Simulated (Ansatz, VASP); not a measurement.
Two plane-wave programs on Os

Contents of INCAR:

```
SYSTEM = Os
PREC = Accurate
ENCUT = 500
EDIFF = 1E-6
ISMEAR = 0
SIGMA = 0.1
LREAL = .False.
LASPH = .True.
NELM = 120
ALGO = Normal
ISIF = 2
LWAVE = .False.
LCHARG = .False.
GGA = PS
NBANDS = 40
GGA_COMPAT = .False.
```

File KPOINTS:

```
Automatic mesh
0
Gamma
  6 6 4
  0 0 0
```

Contents of POSCAR:

```
Os
1.0
    1.5211188047     -4.8253013443      0.0000000000
    1.5211188047      4.8253013443      0.0000000000
    0.0000000000      0.0000000000      4.0256799787
Os
4
Direct
    0.0980000000      0.9020000000      0.9100000000
    0.5980000000      0.4020000000      0.5900000000
    0.9020000000      0.0980000000      0.0900000000
    0.4020000000      0.5980000000      0.4100000000
```

Input for Ansatz:

```yaml
crystal:
  lattice:
    - [1.5211188047, -4.8253013443, 0.0]
    - [1.5211188047, 4.8253013443, 0.0]
    - [0.0, 0.0, 4.0256799787]
  atoms:
    - { symbol: Os, position: [0.098, 0.902, 0.91] }
    - { symbol: Os, position: [0.598, 0.402, 0.59] }
    - { symbol: Os, position: [0.902, 0.098, 0.09] }
    - { symbol: Os, position: [0.402, 0.598, 0.41] }
basis:
  ecutwfc: 420
kpoints:
  mp_grid: { grid: [6, 6, 4] }
hamiltonian:
  xc: pbesol
scf:
  occupations: { method: gaussian, width: 0.1 }
  lower_state_search: "off"
output:
  forces: true
  stress: true
  eigenvalues: true
```

Alike in both runs: task single point; functional PBEsol; k mesh 6 × 6 × 4; occupations gaussian, width 0.1 eV; no spin polarisation.

|  | VASP | Ansatz |
| --- | --- | --- |
| version | VASP 6.6.1 | Ansatz 0.2.0 |
| potentials or method | VASP PAW PBE potentials, release 64 (Os_sv_GW), cutoff 500 eV | scalar-relativistic, plane waves, PAW |
| valence electrons in the cell | 64 | 64 |

```csv
,VASP,Ansatz,Ansatz less VASP
gap on the k mesh at the Fermi level (eV),none,none,-
rms of the force components (eV/Å),14.599,13.945,-0.6541
```

VASP's potentials were made for PBE, not for PBEsol. Atom by atom the forces differ by 0.656 eV/Å (rms over components). A gap of «none» marks a metal or a gap that the smearing closes. With one functional, cell and mesh, what is left measures potentials, basis and numerics.

The k mesh is coarse, so the values compare programs but aren't converged. Neither program's run includes spin-orbit coupling.
